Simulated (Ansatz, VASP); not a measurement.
## SiC in VASP and in Ansatz

```
Si C
1.0
     0.00000    1.92567    1.92567
     1.92567    0.00000    1.92567
     1.92567    1.92567    0.00000
Si C
1 1
Direct
  0.00000 0.00000 0.00000
  0.25000 0.25000 0.25000
```

Alike in both runs: task single point; functional PBE; k mesh 18 × 18 × 18; occupations gaussian, width 0.05 eV; no spin polarisation.

|  | VASP | Ansatz |
| --- | --- | --- |
| version | VASP 6.6.1 | Ansatz 0.2.0 |
| potentials or method | VASP PAW PBE potentials, release 64 (Si, C), cutoff 520 eV | scalar-relativistic, plane waves, PAW |
| valence electrons in the cell | 8 | 8 |

|  | VASP | Ansatz | Ansatz less VASP |
| --- | --- | --- | --- |
| gap on the k mesh at the Fermi level (eV) | 0.92 | 0.92 | +0.006 |
| least direct gap on the mesh (eV) | 4.79 | 4.81 | +0.024 |
